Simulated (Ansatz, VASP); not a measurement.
W: VASP beside Ansatz

Contents of INCAR:

```
SYSTEM = W
PREC = Accurate ; ENCUT = 500
EDIFF = 1E-6 ; ISMEAR = 1
SIGMA = 0.01 ; LREAL = .False.
LASPH = .True. ; NELM = 120
ALGO = Normal ; ISIF = 2
LWAVE = .False. ; LCHARG = .False.
GGA = LIBXC ; LIBXC1 = GGA_X_B88
LIBXC2 = GGA_C_PBE ; NBANDS = 13
GGA_COMPAT = .False.
```

Contents of KPOINTS:

```
regular mesh
0
Gamma
  12 12 12
  0 0 0
```

POSCAR

```
W
1.0
   -1.5823450000      1.5823450000      1.5823450000
    1.5823450000     -1.5823450000      1.5823450000
    1.5823450000      1.5823450000     -1.5823450000
W
1
Direct
    0.0000000000      0.0000000000      0.0000000000
```

input.yaml

```yaml
crystal:
  lattice:
    - [-1.582345, 1.582345, 1.582345]
    - [1.582345, -1.582345, 1.582345]
    - [1.582345, 1.582345, -1.582345]
  atoms:
    - { symbol: W, position: [0.0, 0.0, 0.0] }
kpoints:
  mp_grid: { grid: [12, 12, 12] }
scf:
  occupations: { method: cold, width: 0.01 }
hamiltonian:
  xc: { exchange: b88, correlation: pbe }
  pseudopotentials: { kind: all_electron, lapw: { basis_error: 0.002 } }
output:
  forces: true
  stress: true
  eigenvalues: true
```

Alike in both runs: task single point; functional b88 exchange, pbe correlation; k mesh 12 × 12 × 12; no spin polarisation.

|  | VASP | Ansatz |
| --- | --- | --- |
| version | VASP 6.6.1 | Ansatz 0.2.0 |
| potentials or method | VASP PAW PBE potentials, release 64 (W_sv), cutoff 500 eV | all-electron LAPW, scalar-relativistic |
| occupations | methfessel-paxton of order 1, width 0.01 eV | cold, width 0.01 eV |

VASP gave:

```
gap on the k mesh at the Fermi level (eV) : none
pressure (GPa)                            : 6.1
```

Task: Estimate Ansatz's values.

Result: gap on the k mesh at the Fermi level (eV): none; pressure (GPa): 5.3.

VASP's potentials were made for PBE, not for b88 exchange, pbe correlation. A gap of «none» marks a metal or a gap that the smearing closes. Ansatz ran all-electron here, and VASP with PAW potentials.

Spin-orbit coupling is off throughout.
